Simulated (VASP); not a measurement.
# Ge (P6/mmm) in VASP: single point with RPBE

Aim: the single point of Ge with RPBE.

All numbers are computed with VASP 6.6.1; they aren't measurements. Logs are shortened: lines on timing, memory, paths and dates and some standing lists are left out, and cuts for length are marked.

### 1 The cell of the first run

It takes space group P6/mmm (No. 191, hexagonal). The conventional cell has a = 4.521 Å, b = 4.521 Å, c = 2.569 Å, α = 90.00°, β = 90.00°, γ = 120.00°. Within 3.4 Å of Ge (site symmetry 6/mmm) lie 14 Ge at 2.57 to 2.91 Å. Within 3.4 Å of Ge (site symmetry -6m2) lie 11 Ge at 2.57 to 2.91 Å.

This isn't the form of Ge at room conditions, which is diamond.

### 2 Single point, RPBE

File INCAR:

```
  PREC = Accurate
  ENCUT = 500
  EDIFF = 1E-6
  ISMEAR = -1
  SIGMA = 0.08
  LREAL = False
  LASPH = True
  NELM = 120
  ALGO = Normal
  ISIF = 2
  LWAVE = False
  LCHARG = False
  GGA = RP
  NBANDS = 28
  GGA_COMPAT = False
```

File KPOINTS:

```
Automatic mesh
0
Gamma
  8 8 10
```

File POSCAR:

```
Ge
1.0
    4.5211520943      0.0000000000      0.0000000000
   -2.2605760472      3.9154325681      0.0000000000
    0.0000000000      0.0000000000      2.5694897924
Ge
3
Direct
    0.0000000000      0.0000000000      0.0000000000
    0.3333333333      0.6666666667      0.5000000000
    0.6666666667      0.3333333333      0.5000000000
```

Potentials or basis: VASP PAW PBE potentials, release 64 (Ge_d).

Command:

```sh
$ cat potpaw_PBE.64/Ge_d/POTCAR > POTCAR
$ mpirun -np 1 vasp_std > vasp.out
```

OUTCAR:

```text
PREC = Accurate
   ENCUT = 500
   EDIFF = 1E-6
   ISMEAR = -1
   LREAL = False
   LASPH = True
   NELM = 120
   ISIF = 2
   GGA = RP

 ion  position               nearest neighbor table
   1  0.000  0.000  0.000-   2 2.91   3 2.91   2 2.91   3 2.91   3 2.91   3 2.91   2 2.91   2 2.91
                             3 2.91   3 2.91   2 2.91   2 2.91
   2  0.333  0.667  0.500-   3 2.61   3 2.61   3 2.61   1 2.91   1 2.91   1 2.91   1 2.91   1 2.91
                             1 2.91
   3  0.667  0.333  0.500-   2 2.61   2 2.61   2 2.61   1 2.91   1 2.91   1 2.91   1 2.91   1 2.91
                             1 2.91

  LATTYP: Found a hexagonal cell.
 ALAT       =     4.5211520943
 C/A-ratio  =     0.5683263334

  Lattice vectors:

 A1 = (   4.5211520943,   0.0000000000,   0.0000000000)
 A2 = (  -2.2605760472,   3.9154325681,   0.0000000000)
 A3 = (   0.0000000000,   0.0000000000,   2.5694897924)

Analysis of symmetry for initial positions (statically):
=====================================================================
 Subroutine PRICEL returns:
 Original cell was already a primitive cell.

 Routine SETGRP: Setting up the symmetry group for a
 hexagonal supercell.

 Subroutine GETGRP returns: Found 24 space group operations
 (whereof 24 operations were pure point group operations)
 out of a pool of 24 trial point group operations.

The static configuration has the point symmetry D_6h.

Analysis of symmetry for dynamics (positions and initial velocities):
=====================================================================
 Subroutine PRICEL returns:
 Original cell was already a primitive cell.

 Routine SETGRP: Setting up the symmetry group for a
 hexagonal supercell.

 Subroutine GETGRP returns: Found 24 space group operations
 (whereof 24 operations were pure point group operations)
 out of a pool of 24 trial point group operations.

The dynamic configuration has the point symmetry D_6h.

 Subroutine INISYM returns: Found 24 space group operations
 (whereof 24 operations are pure point group operations),
 and found     1 'primitive' translations

----------------------------------------------------------------------------------------

                                     Primitive cell

  volume of cell :      45.4858

  direct lattice vectors                    reciprocal lattice vectors
     4.521152094  0.000000000  0.000000000     0.221182561  0.127699811  0.000000000
    -2.260576047  3.915432568  0.000000000     0.000000000  0.255399623  0.000000000
     0.000000000  0.000000000  2.569489792     0.000000000  0.000000000  0.389182321

  length of vectors
     4.521152094  4.521152094  2.569489792     0.255399623  0.255399623  0.389182321

  position of ions in fractional coordinates (direct lattice)
     0.000000000  0.000000000  0.000000000
     0.333333333  0.666666667  0.500000000
     0.666666667  0.333333333  0.500000000

  ion indices of the primitive-cell ions
   primitive index   ion index
                 1           1
                 2           2
                 3           3

----------------------------------------------------------------------------------------

 KPOINTS: Automatic mesh

Automatic generation of k-mesh.
 Grid dimensions read from file:
 generate k-points for:    8    8   10

 Generating k-lattice:

  Cartesian coordinates                     Fractional coordinates (reciprocal lattice)
     0.027647820  0.015962476  0.000000000     0.125000000  0.000000000  0.000000000
     0.000000000  0.031924953  0.000000000     0.000000000  0.125000000  0.000000000
     0.000000000  0.000000000  0.038918232     0.000000000  0.000000000  0.100000000

  Length of vectors
     0.031924953  0.031924953  0.038918232

  Shift w.r.t. Gamma in fractional coordinates (k-lattice)
     0.000000000  0.000000000  0.000000000

 Subroutine IBZKPT returns following result:
 ===========================================

 Found     60 irreducible k-points:

 Following reciprocal coordinates:
            Coordinates               Weight
  0.000000  0.000000  0.000000      1.000000
  0.125000  0.000000  0.000000      6.000000
  0.250000  0.000000  0.000000      6.000000
  0.375000 -0.000000  0.000000      6.000000
  0.500000  0.000000  0.000000      3.000000
  0.125000  0.125000  0.000000      6.000000
[... 16 lines left out ...]
  0.250000  0.000000  0.200000     12.000000
  0.375000 -0.000000  0.200000     12.000000
 [... further k-points ...]
   k-points           NKPTS =     60   k-points in BZ     NKDIM =     60   number of bands    NBANDS=     28
   number of dos      NEDOS =    301   number of ions     NIONS =      3
   total plane-waves  NPLWV =  25920
   dimension x,y,z NGX =    36 NGY =   36 NGZ =   20
   dimension x,y,z NGXF=    72 NGYF=   72 NGZF=   40
   ions per type =               3
   NGX,Y,Z   is equivalent  to a cutoff of  13.24, 13.24, 12.94 a.u.
   NGXF,Y,Z  is equivalent  to a cutoff of  26.47, 26.47, 25.88 a.u.
 SYSTEM =  unknown system
   PREC   = accura    normal or accurate (medium, high low for compatibility)
   ISTART =      0    job   : 0-new  1-cont  2-samecut
   ICHARG =      2    charge: 1-file 2-atom 10-const
   ISPIN  =      1    spin polarized calculation?
   LNONCOLLINEAR =      F non collinear calculations
   LSORBIT =      F    spin-orbit coupling
   LASPH  =      T    aspherical Exc in radial PAW
   ENCUT  =  500.0 eV  36.75 Ry    6.06 a.u.   8.24  8.24  4.68*2*pi/ulx,y,z
   NELM   =    120;   NELMIN=  2; NELMDL= -5     # of ELM steps
   EDIFF  = 0.1E-05   stopping-criterion for ELM
   LREAL  =      F    real-space projection
[... 7 lines left out ...]
   TEBEG  =    0.0;   TEEND  =   0.0 temperature during run
   PSTRESS=    0.0 pullay stress
   NELECT =      42.0000    total number of electrons
   NUPDOWN=      -1.0000    fix difference up-down
   EMIN   =  10.00;   EMAX   =-10.00  energy-range for DOS
   EFERMI =   0.00;   METHOD = LEGACY
   ISMEAR =    -1;   SIGMA  =   0.08  broadening in eV -4-tet -1-fermi 0-gaus
   EFERMI_NEDOS =   21; number of points for ismear=-14 and -15
   IALGO  =     38    algorithm
   IMIX   =      4    mixing-type and parameters
     AMIX     =   0.40;   BMIX     =  1.00
     AMIX_MAG =   1.60;   BMIX_MAG =  1.00
  volume/ion in A,a.u.               =      15.16       102.32
  Fermi-wavevector in a.u.,A,eV,Ry     =   1.594163  3.012531 34.577235  2.541355
  Thomas-Fermi vector in A             =   2.692280
   LORBIT       =      0    0 simple, 1 ext, 2 COOP (PROOUT), +10 PAW based schemes
   GGA     = RP    functional components
   LHFCALC =     F    Hartree Fock is set to
   AEXX    =    0.0000 exact exchange contribution
   IVDW    =     0    specifies the selected vdW correction
   LEPSILON=     F    determine dielectric tensor
   LRPA    =     F    only Hartree local field effects (RPA)
 non-spin polarized calculation
  energy-cutoff  :      500.00
  volume of cell :       45.49
 maximum number of plane-waves:      1174
 NGX is ok and might be reduce to    36
   NGX = 17   NGY = 17   NGZ =  9

 number of electron      42.0000028 magnetization

 Free energy of the ion-electron system (eV)
  ---------------------------------------------------
  ext. energy  EPLUGINS =         0.00000000
  ---------------------------------------------------
  free energy    TOTEN  =       -10.46283892 eV

  energy without entropy =      -10.43730510  energy(sigma->0) =      -10.45007201

 E-fermi :   9.4944     XC(G=0): -12.3265

 val. band max:        9.4408767727   @ k =   0.3750  -0.0000   0.2000
 cond. band min:       9.4954313455   @ k =   0.3750   0.2500   0.2000
 fundamental gap:      0.0545545728
 Fermi energy:         9.4943775838

 k-point     1 :       0.0000    0.0000    0.0000
  band No.  band energies     occupation
      1     -15.6741      2.00000
      2     -15.5226      2.00000
      3     -15.5198      2.00000
      4     -15.5198      2.00000
      5     -15.4331      2.00000
      6     -15.4331      2.00000
[... 20 lines left out ...]
     27      22.7118      0.00000
     28      22.8456      0.00000

 k-point     2 :       0.1250    0.0000    0.0000
  band No.  band energies     occupation
      1     -15.6730      2.00000
      2     -15.5234      2.00000
      3     -15.5216      2.00000
      4     -15.5194      2.00000
      5     -15.4339      2.00000
      6     -15.4335      2.00000
[... 20 lines left out ...]
     27      22.2772      0.00000
     28      22.4960      0.00000

 k-point     3 :       0.2500    0.0000    0.0000
  band No.  band energies     occupation
      1     -15.6704      2.00000
      2     -15.5311      2.00000
      3     -15.5256      2.00000
      4     -15.5141      2.00000
      5     -15.4522      2.00000
      6     -15.4358      2.00000
[... 20 lines left out ...]
     27      21.0657      0.00000
     28      21.9735      0.00000

 k-point     4 :       0.3750   -0.0000    0.0000
  band No.  band energies     occupation
      1     -15.6679      2.00000
      2     -15.5418      2.00000
      3     -15.5290      2.00000
      4     -15.5074      2.00000
      5     -15.4679      2.00000
      6     -15.4377      2.00000
[... 578 lines left out ...]
     27      18.6036      0.00000
     28      21.1659      0.00000

 k-point    23 :       0.2500    0.0000    0.2000
  band No.  band energies     occupation
      1     -15.5593      2.00000
      2     -15.5275      2.00000
      3     -15.5266      2.00000
      4     -15.4924      2.00000
      5     -15.4913      2.00000
      6     -15.4062      2.00000
[... 20 lines left out ...]
     27      17.2863      0.00000
     28      20.0485      0.00000

 k-point    24 :       0.3750   -0.0000    0.2000
  band No.  band energies     occupation
      1     -15.5584      2.00000
      2     -15.5299      2.00000
      3     -15.5253      2.00000
      4     -15.4939      2.00000
      5     -15.4883      2.00000
      6     -15.4043      2.00000
[... 20 lines left out ...]
     27      15.8647      0.00000
     28      18.8748      0.00000

 [... further k-points ...]

------------------------ aborting loop because EDIFF is reached ----------------------------------------

  FORCE on cell =-STRESS in cart. coord.  units (eV):
  Direction    XX          YY          ZZ          XY          YZ          ZX
  --------------------------------------------------------------------------------------
  -------------------------------------------------------------------------------------
  Total        8.4235700      8.4235700      8.5543725     -0.0000000     -0.0000000     -0.0000000
  in kB      296.7091989    296.7091989    301.3165423     -0.0000000     -0.0000000     -0.0000000
  external PRESSURE =     298.2449800 kB  Pullay stress =       0.0000000 kB

 VOLUME and BASIS-vectors are now :
 -----------------------------------------------------------------------------
  energy-cutoff  :      500.00
  volume of cell :       45.49
      direct lattice vectors                 reciprocal lattice vectors
     4.521152094  0.000000000  0.000000000     0.221182561  0.127699811  0.000000000
    -2.260576047  3.915432568  0.000000000     0.000000000  0.255399623  0.000000000
     0.000000000  0.000000000  2.569489792     0.000000000  0.000000000  0.389182321

 POSITION                                       TOTAL-FORCE (eV/Angst)
 -----------------------------------------------------------------------------------
      0.00000      0.00000      0.00000         0.000000      0.000000     -0.000000
     -0.00000      2.61029      1.28474        -0.000000      0.000000      0.000000
      2.26058      1.30514      1.28474        -0.000000      0.000000     -0.000000
 -----------------------------------------------------------------------------------
    total drift:                                0.000000      0.000000     -0.000000

  FREE ENERGIE OF THE ION-ELECTRON SYSTEM (eV)
  ---------------------------------------------------
  free  energy   TOTEN  =       -10.4628389234 eV

  energy  without entropy=      -10.4373050990  energy(sigma->0) =      -10.45007201
```

It took 44 s on 1 thread of Intel Xeon Platinum 8375C at 2.90GHz (Ice Lake), shared host; peak memory 0.19 GiB.

Results:

```
Free energy            : -10.4628 eV
Pressure               : 29.8 GPa
Band gap on the k mesh : zero (bands 21 and 22 overlap by 6.33 eV)
```

Stress tensor (GPa, compression positive):
```
29.67  0.00  0.00
 0.00 29.67  0.00
 0.00  0.00 30.13
```

Caveat: the cell stands under pressure; the PAW data sets were made with another functional, which shifts forces and pressure a little.
